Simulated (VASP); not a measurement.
# CoO (R-3m) in VASP: a series of runs

The runs below take CoO through single point, relaxation of shape and atoms at fixed volume, with PBEsol.

All numbers are computed with VASP 6.6.1; they aren't measurements. Logs are shortened: lines on timing, memory, paths and dates and some standing lists are left out, and cuts for length are marked.

## Step 1: The cell of the first run

It takes space group R-3m (No. 166, trigonal). Conventional cell: a = 3.056 Å, b = 3.056 Å, c = 6.644 Å, α = 90.00°, β = 90.00°, γ = 120.00°. Co (site symmetry -3m) has 6 O at 2.08 Å and 6 Co at 2.83 Å within 2.9 Å. Within 2.9 Å of O (site symmetry -3m) lie 6 Co at 2.08 Å and 6 O at 2.83 Å.

## Step 2: Single point, PBEsol, collinear spin, ferromagnetic start

Contents of INCAR:

```
  PREC = Accurate
  ENCUT = 600
  EDIFF = 1E-6
  ISMEAR = 0
  SIGMA = 0.1
  LREAL = F
  LASPH = T
  NELM = 200
  ALGO = Normal
  ISIF = 2
  LWAVE = F
  LCHARG = F
  ISPIN = 2
  MAGMOM = 2.53 0.31
  LORBIT = 11
  LMAXMIX = 4
  GGA = PS
  NBANDS = 22
  GGA_COMPAT = F
```

Contents of KPOINTS:

```
regular mesh
0
Gamma
  18 18 18
```

Contents of POSCAR:

```
CoO
1.0
    1.5280577606      0.8822245594      2.2147373466
   -1.5280577606      0.8822245594      2.2147373466
    0.0000000000     -1.7644491188      2.2147373466
Co O
1 1
Direct
    0.0000000000      0.0000000000      0.0000000000
    0.5000000000      0.5000000000      0.5000000000
```

Potentials or basis: VASP PAW PBE potentials, release 64 (Co_sv, O).

Started as:

```
$ cat potpaw_PBE.64/Co_sv/POTCAR potpaw_PBE.64/O/POTCAR > POTCAR
$ mpirun -np 1 vasp_std > vasp.out
```

OUTCAR:

```text
PREC = Accurate
   ENCUT = 600
   EDIFF = 1E-6
   ISMEAR = 0
   LREAL = F
   LASPH = T
   NELM = 200
   ISIF = 2
   ISPIN = 2
   LORBIT = 11
   GGA = PS

 ion  position               nearest neighbor table
   1  0.000  0.000  0.000-   2 2.08   2 2.08   2 2.08   2 2.08   2 2.08   2 2.08
   2  0.500  0.500  0.500-   1 2.08   1 2.08   1 2.08   1 2.08   1 2.08   1 2.08

  LATTYP: Found a trigonal (rhomboedric) cell.
 ALAT       =     2.8316677431
 COS(alpha) =     0.4175951938

  Lattice vectors:

 A1 = (   1.5280577606,   0.8822245594,   2.2147373466)
 A2 = (  -1.5280577606,   0.8822245594,   2.2147373466)
 A3 = (   0.0000000000,  -1.7644491188,   2.2147373466)

Analysis of symmetry for initial positions (statically):
=====================================================================
 Subroutine PRICEL returns:
 Original cell was already a primitive cell.

 Routine SETGRP: Setting up the symmetry group for a
 trigonal (rhombohedral) supercell.

 Subroutine GETGRP returns: Found 12 space group operations
 (whereof 12 operations were pure point group operations)
 out of a pool of 12 trial point group operations.

The static configuration has the point symmetry D_3d.

Analysis of symmetry for dynamics (positions and initial velocities):
=====================================================================
 Subroutine PRICEL returns:
 Original cell was already a primitive cell.

 Routine SETGRP: Setting up the symmetry group for a
 trigonal (rhombohedral) supercell.

 Subroutine GETGRP returns: Found 12 space group operations
 (whereof 12 operations were pure point group operations)
 out of a pool of 12 trial point group operations.

The dynamic configuration has the point symmetry D_3d.

Analysis of structural, dynamic, and magnetic symmetry:
=====================================================================
 Subroutine PRICEL returns:
 Original cell was already a primitive cell.

 Routine SETGRP: Setting up the symmetry group for a
 trigonal (rhombohedral) supercell.

 Subroutine GETGRP returns: Found 12 space group operations
 (whereof 12 operations were pure point group operations)
 out of a pool of 12 trial point group operations.

The overall configuration has the point symmetry D_3d.

 Subroutine INISYM returns: Found 12 space group operations
 (whereof 12 operations are pure point group operations),
[... 108 lines left out ...]
   NUPDOWN=      -1.0000    fix difference up-down
   EMIN   =  10.00;   EMAX   =-10.00  energy-range for DOS
   EFERMI =   0.00;   METHOD = LEGACY
   ISMEAR =     0;   SIGMA  =   0.10  broadening in eV -4-tet -1-fermi 0-gaus
   EFERMI_NEDOS =   21; number of points for ismear=-14 and -15
   IALGO  =     38    algorithm
   IMIX   =      4    mixing-type and parameters
     AMIX     =   0.40;   BMIX     =  1.00
     AMIX_MAG =   1.60;   BMIX_MAG =  1.00
  volume/ion in A,a.u.               =       8.96        60.44
  Fermi-wavevector in a.u.,A,eV,Ry     =   1.779317  3.362421 43.075620  3.165969
  Thomas-Fermi vector in A             =   2.844334
   LORBIT       =     11    0 simple, 1 ext, 2 COOP (PROOUT), +10 PAW based schemes
   GGA     = PS    functional components
   LHFCALC =     F    Hartree Fock is set to
   AEXX    =    0.0000 exact exchange contribution
   IVDW    =     0    specifies the selected vdW correction
   LEPSILON=     F    determine dielectric tensor
   LRPA    =     F    only Hartree local field effects (RPA)
 spin polarized calculation
 Gauss-broadening in eV      SIGMA  =   0.10
  energy-cutoff  :      600.00
  volume of cell :       17.91
 maximum number of plane-waves:       610
   NGX = 11   NGY = 11   NGZ = 11

 number of electron      22.9999967 magnetization       2.7088870

 Free energy of the ion-electron system (eV)
  ---------------------------------------------------
  ext. energy  EPLUGINS =         0.00000000
  ---------------------------------------------------
  free energy    TOTEN  =       -14.08694003 eV

  energy without entropy =      -14.07127359  energy(sigma->0) =      -14.07910681

 E-fermi :   9.9256     XC(G=0): -13.4301

 val. band max:        9.9239347165   @ k =  -0.3333   0.1111   0.0556
 cond. band min:       9.9271747254   @ k =   0.5000   0.5000   0.4444
 fundamental gap:      0.0032400089
 Fermi energy:         9.9255792434

 spin component 1

 k-point     1 :       0.0000    0.0000    0.0000
  band No.  band energies     occupation
      1     -86.6115      1.00000
      2     -50.0321      1.00000
      3     -50.0321      1.00000
      4     -49.9068      1.00000
      5     -10.9827      1.00000
      6       6.1912      1.00000
[... 589 lines left out ...]
     21      37.2860      0.00000
     22      38.5129      0.00000

 [... further k-points ...]

 spin component 2

 k-point     1 :       0.0000    0.0000    0.0000
  band No.  band energies     occupation
      1     -83.7797      1.00000
      2     -47.2369      1.00000
      3     -47.2369      1.00000
      4     -47.2029      1.00000
      5     -10.5207      1.00000
      6       6.6911      1.00000
[... 589 lines left out ...]
     21      37.8233      0.00000
     22      39.0969      0.00000

 [... further k-points ...]
[... 5 lines left out ...]
  --------------------------------------------------------------------------------------
  -------------------------------------------------------------------------------------
  Total       -0.2931343     -0.2931343     -0.2771163     -0.0000000     -0.0000000     -0.0000000
  in kB      -26.2171110    -26.2171110    -24.7845089     -0.0000000     -0.0000000     -0.0000000
  external PRESSURE =     -25.7395770 kB  Pullay stress =       0.0000000 kB

 VOLUME and BASIS-vectors are now :
 -----------------------------------------------------------------------------
  energy-cutoff  :      600.00
  volume of cell :       17.91
      direct lattice vectors                 reciprocal lattice vectors
     1.528057761  0.882224559  2.214737347     0.327212762  0.188916376  0.150506937
    -1.528057761  0.882224559  2.214737347    -0.327212762  0.188916376  0.150506937
     0.000000000 -1.764449119  2.214737347     0.000000000 -0.377832752  0.150506937

 POSITION                                       TOTAL-FORCE (eV/Angst)
 -----------------------------------------------------------------------------------
      0.00000      0.00000      0.00000         0.000000     -0.000000      0.000000
      0.00000      0.00000      3.32211         0.000000      0.000000     -0.000000
 -----------------------------------------------------------------------------------
    total drift:                               -0.000000     -0.000000     -0.000000

  FREE ENERGIE OF THE ION-ELECTRON SYSTEM (eV)
  ---------------------------------------------------
  free  energy   TOTEN  =       -14.0869400342 eV

  energy  without entropy=      -14.0712735929  energy(sigma->0) =      -14.07910681

 total charge

# of ion       s       p       d       tot
------------------------------------------
    1        2.153   6.073   6.693  14.919
    2        1.549   3.428   0.000   4.977
--------------------------------------------------
tot          3.702   9.501   6.693  19.897

 magnetization (x)

# of ion       s       p       d       tot
------------------------------------------
    1        0.013   0.011   2.328   2.351
    2        0.031   0.235   0.000   0.266
--------------------------------------------------
tot          0.044   0.246   2.328   2.617
```

It took 4.4 min on 1 thread of Intel Xeon 6975P-C (Granite Rapids), shared host; peak memory 0.48 GiB.

What came out:

| Item | Value |
| --- | --- |
| Free energy | -14.0869 eV |
| Pressure | -2.6 GPa |
| Net moment | 2.71 μB per cell |
| Site moments | Co +2.35; O +0.27 μB |
| Valence electrons inside the program's atomic spheres | Co 14.92; O 4.98 |

Stress tensor (GPa, compression positive):
```
-2.62  0.00  0.00
 0.00 -2.62  0.00
 0.00  0.00 -2.48
```

Caveat: the PAW data sets were made with another functional, which shifts forces and pressure a little; a cell with one magnetic atom can't hold antiferromagnetic order, which such compounds often take; semilocal functionals often make such compounds metallic where correlation or magnetic order opens a gap, which also shifts bond lengths.

(Continued in part 2 of 4.)
